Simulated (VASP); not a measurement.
# CuO (rock salt type) (Fm-3m) in VASP: a series of runs, part 2 of 2

VASP 6.6.1.

## 4. Single point, PBE

This run uses another cell than the first one, of 9.94 Å³/atom.

Input file INCAR:

```
PREC = Accurate
ENCUT = 520
EDIFF = 1E-6
ISMEAR = -1
SIGMA = 0.06122561905347299
LREAL = F
LASPH = T
NELM = 100
ALGO = Normal
ISIF = 2
LWAVE = F
LCHARG = T
GGA = PE
LELF = T
LVHAR = T
NBANDS = 16
```

Input file KPOINTS:

```
regular mesh
0
Gamma
  22 22 22
```

Input file POSCAR:

```
CuO
1.0
    0.0000000000      2.1497630175      2.1497630175
    2.1497630175      0.0000000000      2.1497630175
    2.1497630175      2.1497630175      0.0000000000
Cu O
1 1
Direct
    0.0000000000      0.0000000000      0.0000000000
    0.5000000000      0.5000000000      0.5000000000
```

Potentials or basis: VASP PAW PBE potentials, release 64 (Cu, O).

Run with:

```console
> cat potpaw_PBE.64/Cu/POTCAR potpaw_PBE.64/O/POTCAR > POTCAR
> mpirun -np 1 vasp_std > vasp.out
```

OUTCAR:

```text
PREC = Accurate
   ENCUT = 520
   EDIFF = 1E-6
   ISMEAR = -1
   LREAL = F
   LASPH = T
   NELM = 100
   ISIF = 2
   GGA = PE

 ion  position               nearest neighbor table
   1  0.000  0.000  0.000-   2 2.15   2 2.15   2 2.15   2 2.15   2 2.15   2 2.15
   2  0.500  0.500  0.500-   1 2.15   1 2.15   1 2.15   1 2.15   1 2.15   1 2.15

  LATTYP: Found a face centered cubic cell.
 ALAT       =     4.2995260350

  Lattice vectors:

 A1 = (   0.0000000000,   2.1497630175,   2.1497630175)
 A2 = (   2.1497630175,   0.0000000000,   2.1497630175)
 A3 = (   2.1497630175,   2.1497630175,   0.0000000000)

Analysis of symmetry for initial positions (statically):
=====================================================================
 Subroutine PRICEL returns:
 Original cell was already a primitive cell.

 Routine SETGRP: Setting up the symmetry group for a
 face centered cubic supercell.

 Subroutine GETGRP returns: Found 48 space group operations
 (whereof 48 operations were pure point group operations)
 out of a pool of 48 trial point group operations.

The static configuration has the point symmetry O_h .

Analysis of symmetry for dynamics (positions and initial velocities):
=====================================================================
 Subroutine PRICEL returns:
 Original cell was already a primitive cell.

 Routine SETGRP: Setting up the symmetry group for a
 face centered cubic supercell.

 Subroutine GETGRP returns: Found 48 space group operations
 (whereof 48 operations were pure point group operations)
 out of a pool of 48 trial point group operations.

The dynamic configuration has the point symmetry O_h .

 Subroutine INISYM returns: Found 48 space group operations
 (whereof 48 operations are pure point group operations),
 and found     1 'primitive' translations

----------------------------------------------------------------------------------------

                                     Primitive cell

  volume of cell :      19.8702

  direct lattice vectors                    reciprocal lattice vectors
     0.000000000  2.149763018  2.149763018    -0.232583776  0.232583776  0.232583776
     2.149763018  0.000000000  2.149763018     0.232583776 -0.232583776  0.232583776
     2.149763018  2.149763018  0.000000000     0.232583776  0.232583776 -0.232583776

  length of vectors
     3.040224015  3.040224015  3.040224015     0.402846917  0.402846917  0.402846917

  position of ions in fractional coordinates (direct lattice)
     0.000000000  0.000000000  0.000000000
     0.500000000  0.500000000  0.500000000

  ion indices of the primitive-cell ions
   primitive index   ion index
                 1           1
                 2           2

----------------------------------------------------------------------------------------

 KPOINTS: regular mesh

Automatic generation of k-mesh.
 Grid dimensions read from file:
 generate k-points for:   22   22   22

 Generating k-lattice:

  Cartesian coordinates                     Fractional coordinates (reciprocal lattice)
    -0.010571990  0.010571990  0.010571990     0.045454545  0.000000000  0.000000000
     0.010571990 -0.010571990  0.010571990     0.000000000  0.045454545  0.000000000
     0.010571990  0.010571990 -0.010571990     0.000000000  0.000000000  0.045454545

  Length of vectors
     0.018311223  0.018311223  0.018311223

  Shift w.r.t. Gamma in fractional coordinates (k-lattice)
     0.000000000  0.000000000  0.000000000

 Subroutine IBZKPT returns following result:
 ===========================================

 Found    328 irreducible k-points:

 Following reciprocal coordinates:
            Coordinates               Weight
  0.000000  0.000000  0.000000      1.000000
  0.045455  0.000000  0.000000      8.000000
  0.090909  0.000000  0.000000      8.000000
  0.136364  0.000000  0.000000      8.000000
  0.181818  0.000000  0.000000      8.000000
  0.227273  0.000000  0.000000      8.000000
[... 16 lines left out ...]
  0.500000  0.045455  0.000000     24.000000
 -0.454545  0.045455  0.000000     24.000000
 [... further k-points ...]
   k-points           NKPTS =    328   k-points in BZ     NKDIM =    328   number of bands    NBANDS=     16
   number of dos      NEDOS =    301   number of ions     NIONS =      2
   total plane-waves  NPLWV =  13824
   dimension x,y,z NGX =    24 NGY =   24 NGZ =   24
   dimension x,y,z NGXF=    48 NGYF=   48 NGZF=   48
   ions per type =               1   1
   NGX,Y,Z   is equivalent  to a cutoff of  13.12, 13.12, 13.12 a.u.
   NGXF,Y,Z  is equivalent  to a cutoff of  26.25, 26.25, 26.25 a.u.
 SYSTEM =  unknown system
   PREC   = accura    normal or accurate (medium, high low for compatibility)
   ISTART =      0    job   : 0-new  1-cont  2-samecut
   ICHARG =      2    charge: 1-file 2-atom 10-const
   ISPIN  =      1    spin polarized calculation?
   LNONCOLLINEAR =      F non collinear calculations
   LSORBIT =      F    spin-orbit coupling
   LASPH  =      T    aspherical Exc in radial PAW
   ENCUT  =  520.0 eV  38.22 Ry    6.18 a.u.   5.65  5.65  5.65*2*pi/ulx,y,z
   NELM   =    100;   NELMIN=  2; NELMDL= -5     # of ELM steps
   EDIFF  = 0.1E-05   stopping-criterion for ELM
   LREAL  =      F    real-space projection
   EDIFFG = 0.1E-04   stopping-criterion for IOM
   NSW    =      0    number of steps for IOM
   IBRION =     -1    ionic relax: 0-MD 1-quasi-New 2-CG
   NFREE  =      0    steps in history (QN), initial steepest desc. (CG)
   ISIF   =      2    stress and relaxation
   ISYM   =      2    0-nonsym 1-usesym 2-fastsym
   POTIM  = 0.5000    time-step for ionic-motion
   TEBEG  =    0.0;   TEEND  =   0.0 temperature during run
   PSTRESS=    0.0 pullay stress
   NELECT =      17.0000    total number of electrons
   NUPDOWN=      -1.0000    fix difference up-down
   EMIN   =  10.00;   EMAX   =-10.00  energy-range for DOS
   EFERMI =   0.00;   METHOD = LEGACY
   ISMEAR =    -1;   SIGMA  =   0.06  broadening in eV -4-tet -1-fermi 0-gaus
   EFERMI_NEDOS =   21; number of points for ismear=-14 and -15
   IALGO  =     38    algorithm
   IMIX   =      4    mixing-type and parameters
     AMIX     =   0.40;   BMIX     =  1.00
     AMIX_MAG =   1.60;   BMIX_MAG =  1.00
  volume/ion in A,a.u.               =       9.94        67.05
  Fermi-wavevector in a.u.,A,eV,Ry     =   1.554141  2.936902 32.862910  2.415356
  Thomas-Fermi vector in A             =   2.658270
   LORBIT       =      0    0 simple, 1 ext, 2 COOP (PROOUT), +10 PAW based schemes
   GGA     = PE    functional components
   LHFCALC =     F    Hartree Fock is set to
   AEXX    =    0.0000 exact exchange contribution
   IVDW    =     0    specifies the selected vdW correction
   LEPSILON=     F    determine dielectric tensor
   LRPA    =     F    only Hartree local field effects (RPA)
 non-spin polarized calculation
  energy-cutoff  :      520.00
  volume of cell :       19.87
 maximum number of plane-waves:       550
   NGX = 11   NGY = 11   NGZ = 11

 number of electron      17.0000011 magnetization

 Free energy of the ion-electron system (eV)
  ---------------------------------------------------
  ext. energy  EPLUGINS =         0.00000000
  ---------------------------------------------------
  free energy    TOTEN  =        -9.53034064 eV

  energy without entropy =       -9.51119648  energy(sigma->0) =       -9.52076856

 E-fermi :   5.5749     XC(G=0): -12.1539

 val. band max:        5.5697856177   @ k =  -0.4545   0.2273   0.0000
 cond. band min:       5.5793503273   @ k =  -0.2273   0.3636   0.1364
 fundamental gap:      0.0095647096
 Fermi energy:         5.5748828333

 k-point     1 :       0.0000    0.0000    0.0000
  band No.  band energies     occupation
      1     -13.5629      2.00000
      2       3.2644      2.00000
      3       3.2644      2.00000
      4       3.2644      2.00000
      5       3.3960      2.00000
      6       3.3960      2.00000
[... 8 lines left out ...]
     15      26.1349      0.00000
     16      26.1349      0.00000

 k-point     2 :       0.0455    0.0000    0.0000
  band No.  band energies     occupation
      1     -13.5427      2.00000
      2       3.0026      2.00000
      3       3.0540      2.00000
      4       3.0540      2.00000
      5       3.3050      2.00000
      6       3.3050      2.00000
[... 8 lines left out ...]
     15      26.0430      0.00000
     16      26.0430      0.00000
[... 387 lines left out ...]
      5       3.8155      2.00000
      6       3.8318      2.00000
[... 8 lines left out ...]
     15      29.5884      0.00000
     16      30.3097      0.00000

 k-point    24 :      -0.4545    0.0455    0.0000
  band No.  band energies     occupation
      1     -12.4101      2.00000
      2      -1.4083      2.00000
      3       0.9673      2.00000
      4       0.9678      2.00000
      5       3.8167      2.00000
      6       3.8234      2.00000
[... 8 lines left out ...]
     15      29.7844      0.00000
     16      29.8713      0.00000

 [... further k-points ...]
[... 5 lines left out ...]
  --------------------------------------------------------------------------------------
  -------------------------------------------------------------------------------------
  Total       -0.7557232     -0.7557232     -0.7557232     -0.0000000     -0.0000000      0.0000000
  in kB      -60.9356645    -60.9356645    -60.9356645     -0.0000000     -0.0000000      0.0000000
  external PRESSURE =     -60.9356645 kB  Pullay stress =       0.0000000 kB

 VOLUME and BASIS-vectors are now :
 -----------------------------------------------------------------------------
  energy-cutoff  :      520.00
  volume of cell :       19.87
      direct lattice vectors                 reciprocal lattice vectors
     0.000000000  2.149763018  2.149763018    -0.232583776  0.232583776  0.232583776
     2.149763018  0.000000000  2.149763018     0.232583776 -0.232583776  0.232583776
     2.149763018  2.149763018  0.000000000     0.232583776  0.232583776 -0.232583776

 POSITION                                       TOTAL-FORCE (eV/Angst)
 -----------------------------------------------------------------------------------
      0.00000      0.00000      0.00000         0.000000      0.000000      0.000000
      2.14976      2.14976      2.14976        -0.000000     -0.000000     -0.000000
 -----------------------------------------------------------------------------------
    total drift:                                0.000000     -0.000000     -0.000000

  FREE ENERGIE OF THE ION-ELECTRON SYSTEM (eV)
  ---------------------------------------------------
  free  energy   TOTEN  =        -9.5303406437 eV

  energy  without entropy=       -9.5111964792  energy(sigma->0) =       -9.52076856
```

stdout:

```text
POSCAR found type information on POSCAR CuO
 POSCAR found :  2 types and       2 ions
 scaLAPACK will be used
 LDA part: xc-table for (Slater+PW92), standard interpolation
 POSCAR, INCAR and KPOINTS ok, starting setup
 FFT: planning ... GRIDC
 FFT: planning ... GRID_SOFT
 FFT: planning ... GRID
 WAVECAR not read
 entering main loop
```

It took 61 s on 1 thread of Intel Xeon Platinum 8488C (Sapphire Rapids), shared host; peak memory 0.22 GiB.

What came out:

| Quantity | Value |
| --- | --- |
| Free energy | -9.5303 eV |
| Pressure | -6.1 GPa |
| Band gap on the k mesh | zero (an odd number of electrons rules out a gap without spin polarisation) |

Caveat: the cell stands under tension; an odd number of electrons without spin polarisation forces a metal; a magnetic or distorted state may lie lower; semilocal functionals often make such compounds metallic where correlation or magnetic order opens a gap, which also shifts bond lengths. With open d or f shells a metallic result of PBE can be an artefact of self-interaction; +U or a hybrid may open a gap.

## 5. Single point, PBE

This run uses another cell than the first one, of 9.94 Å³/atom.

Input file INCAR:

```
SYSTEM = CuO
PREC = Accurate
ENCUT = 520
EDIFF = 1E-6
ISMEAR = -1
SIGMA = 0.06122561905347299
LREAL = .FALSE.
LASPH = .TRUE.
NELM = 100
ALGO = Normal
ISIF = 2
LWAVE = .FALSE.
LCHARG = .TRUE.
GGA = PE
LELF = .TRUE.
LVHAR = .TRUE.
NBANDS = 16
```

Input file KPOINTS:

```
Automatic mesh
0
G
  22 22 22
  0 0 0
```

POSCAR is that of step 4.

Run with:

```console
> cat potpaw_PBE.64/Cu/POTCAR potpaw_PBE.64/O/POTCAR > POTCAR
> mpirun -np 1 vasp_std > vasp.out
```

It took 57 s on 1 thread of Intel Xeon Platinum 8488C (Sapphire Rapids), shared host; peak memory 0.22 GiB.

It converged, with:

* Free energy: -9.5303 eV
* Pressure: -6.1 GPa
* Band gap on the k mesh: zero (an odd number of electrons rules out a gap without spin polarisation)

Levels at points of the mesh, in eV from the Fermi level:
```
           k point  band 5  band 6  band 7  band 8  band 9  band 10  band 11  band 12  band 13  band 14
(0.00, 0.00, 0.00)   -2.18   -2.18   -2.18   -2.08   -2.08     1.24    18.06    18.40    18.40    18.40
(0.50, 0.00, 0.00)   -1.75   -1.75   -1.34    0.69    0.69     5.69     9.22    13.53    13.53    20.10
(0.50, 0.50, 0.00)   -2.95   -1.81   -1.57   -1.57   -1.44     5.44    10.34    11.97    15.73    15.73
```

Caveat: the cell stands under tension; an odd number of electrons without spin polarisation forces a metal; a magnetic or distorted state may lie lower; semilocal functionals often make such compounds metallic where correlation or magnetic order opens a gap, which also shifts bond lengths. With open d or f shells a metallic result of PBE can be an artefact of self-interaction; +U or a hybrid may open a gap.
